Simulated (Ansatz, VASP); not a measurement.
**Two plane-wave programs on Te3W**

Contents of INCAR:

```
PREC = Accurate
ENCUT = 520
EDIFF = 1E-7
ISMEAR = -1
SIGMA = 0.15
LREAL = F
LASPH = T
NELM = 100
ALGO = Normal
ISIF = 2
LWAVE = F
LCHARG = F
GGA = PS
NBANDS = 24
```

KPOINTS

```
regular mesh
0
Gamma
  8 8 8
```

POSCAR

```
Te3W
1.0
    5.2629549130      0.0000000000      0.0000000000
    0.0000000000      5.2629549130      0.0000000000
    0.0000000000      0.0000000000      5.2629549130
Te W
3 1
Direct
    0.0000000000      0.0000000000      0.5000000000
    0.0000000000      0.5000000000      0.0000000000
    0.5000000000      0.0000000000      0.0000000000
    0.0000000000      0.0000000000      0.0000000000
```

Input for Ansatz:

```yaml
crystal:
  lattice:
    - [5.262954913, 0.0, 0.0]
    - [0.0, 5.262954913, 0.0]
    - [0.0, 0.0, 5.262954913]
  atoms:
    - { symbol: Te, position: [0.0, 0.0, 0.5] }
    - { symbol: Te, position: [0.0, 0.5, 0.0] }
    - { symbol: Te, position: [0.5, 0.0, 0.0] }
    - { symbol: W, position: [0.0, 0.0, 0.0] }
basis:
  ecutwfc: 420
kpoints:
  mp_grid: { grid: [8, 8, 8] }
hamiltonian:
  xc: pbesol
scf:
  occupations: { method: fermi_dirac, width: 0.15 }
output:
  forces: true
  stress: true
  eigenvalues: true
```

Alike in both runs: task single point; functional PBEsol; k mesh 8 × 8 × 8; occupations fermi-dirac, width 0.15 eV; no spin polarisation.

```csv
,VASP,Ansatz
version,VASP 6.6.1,Ansatz 0.2.0
potentials or method,"VASP PAW PBE potentials, release 64 (Te, W_sv), cutoff 520 eV","scalar-relativistic, plane waves, PAW"
valence electrons in the cell,32,62
```

```tsv
	VASP	Ansatz	Ansatz less VASP
gap on the k mesh at the Fermi level (eV)	none	none	-
pressure (GPa)	1.3	1.3	-0.03
```

VASP's potentials were made for PBE, not for PBEsol. A gap of «none» marks a metal or a gap that the smearing closes. VASP's potentials hold 32 valence electrons a cell and Ansatz's 62, so a difference there can come from the potentials and not from the codes.

Neither program's run includes spin-orbit coupling.
